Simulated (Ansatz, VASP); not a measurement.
# ZnS: VASP beside Ansatz

File INCAR:

```
SYSTEM = ZnS
PREC = Accurate ; ENCUT = 520
EDIFF = 1E-6 ; ISMEAR = 0
SIGMA = 0.05 ; LREAL = .False.
LASPH = .True. ; NELM = 60
ALGO = Normal ; ISIF = 2
LWAVE = .False. ; LCHARG = .False.
GGA = PE ; NBANDS = 46
```

KPOINTS

```
Automatic mesh
0
Gamma
  9 9 4
  0 0 0
```

POSCAR

```
ZnS
1.0
    4.1231411152      0.0000000000      0.0000000000
   -2.0615705576      3.5707449491      0.0000000000
    0.0000000000      0.0000000000     11.2495782186
Zn S
4 4
Direct
    0.0000000000      0.0000000000      0.0000492057
    0.0000000000      0.0000000000      0.5000492057
    0.3333333333      0.6666666667      0.2500242903
    0.6666666667      0.3333333333      0.7500242903
    0.0000000000      0.0000000000      0.1872905901
    0.0000000000      0.0000000000      0.6872905901
    0.3333333333      0.6666666667      0.4376359138
    0.6666666667      0.3333333333      0.9376359138
```

Input for Ansatz:

```yaml
crystal:
  lattice:
    - [4.1231411152, 0.0, 0.0]
    - [-2.0615705576, 3.5707449491, 0.0]
    - [0.0, 0.0, 11.2495782186]
  atoms:
    - { symbol: Zn, position: [0.0, 0.0, 4.92057e-05] }
    - { symbol: Zn, position: [0.0, 0.0, 0.5000492057] }
    - { symbol: Zn, position: [0.3333333333, 0.6666666667, 0.2500242903] }
    - { symbol: Zn, position: [0.6666666667, 0.3333333333, 0.7500242903] }
    - { symbol: S, position: [0.0, 0.0, 0.1872905901] }
    - { symbol: S, position: [0.0, 0.0, 0.6872905901] }
    - { symbol: S, position: [0.3333333333, 0.6666666667, 0.4376359138] }
    - { symbol: S, position: [0.6666666667, 0.3333333333, 0.9376359138] }
basis:
  ecutwfc: 520.0
kpoints:
  mp_grid: { grid: [9, 9, 4] }
hamiltonian:
  xc: pbe
scf:
  occupations: { method: gaussian, width: 0.05 }
output:
  forces: true
  stress: true
  eigenvalues: true
```

Alike in both runs: task single point; functional PBE; k mesh 9 × 9 × 4; occupations gaussian, width 0.05 eV; no spin polarisation.

|  | VASP | Ansatz |
| --- | --- | --- |
| version | VASP 6.6.1 | Ansatz 0.2.0 |
| potentials or method | VASP PAW PBE potentials, release 64 (Zn, S), cutoff 520 eV | scalar-relativistic, plane waves, PAW |
| valence electrons in the cell | 72 | 72 |

VASP gave:

```
gap on the k mesh at the Fermi level (eV)                     : 1.76
least direct gap on the mesh (eV)                             : 1.76
pressure (GPa)                                                : 2.7
traceless stress, the component that is largest in VASP (GPa) : 18.47
rms of the force components (eV/Å)                            : 1.141
```

**Question.** Estimate Ansatz's values.

**Answer.** gap on the k mesh at the Fermi level (eV): 1.76; least direct gap on the mesh (eV): 1.76; pressure (GPa): 2.6; traceless stress, the component that is largest in VASP (GPa): 18.40; rms of the force components (eV/Å): 1.134.

Atom by atom the forces differ by 0.007 eV/Å (rms over components).
